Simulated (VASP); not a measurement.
SnO2, 6 atoms in the cell. Symmetry: P4_2/mnm, No. 136, tetragonal system. Conventional cell: a = 4.737 Å, b = 4.737 Å, c = 3.186 Å, α = 90.00°, β = 90.00°, γ = 90.00°. Within 2.7 Å of Sn (site symmetry mmm) lie 6 O at 2.05 to 2.06 Å. O (site symmetry m2m) has 3 Sn at 2.05 to 2.06 Å and 1 O at 2.60 Å within 2.7 Å. 

```yaml
Program: VASP 6.6.1
Task: single point
Functional: LDA
Potentials_or_basis: VASP PAW LDA potentials, release 64 (Sn_d, O)
Cutoff: 520 eV
k_mesh: 4 × 4 × 6
Occupations: gaussian, width 0.1 eV
Spin: no spin polarisation
Dipole_correction: no
Further_INCAR_settings: ALGO = Normal; EDIFF = 1e-06; NBANDS = 35
```

Potentials or basis: VASP PAW LDA potentials, release 64 (Sn_d, O).

Run with:

```sh
$ cat potpaw_LDA.64/Sn_d/POTCAR potpaw_LDA.64/O/POTCAR > POTCAR
$ mpirun -np 1 vasp_std > vasp.out
```

Hardware: 1 thread of Intel(R) Xeon(R) Platinum 8488C (Sapphire Rapids), on a shared host.

Task: How long does it take, and how much memory?

Result: Run time: 47 s on 1 thread of Intel(R) Xeon(R) Platinum 8488C (Sapphire Rapids), on a shared host, peak memory 0.18 GiB. Counts: scf iterations 14, k points 24.
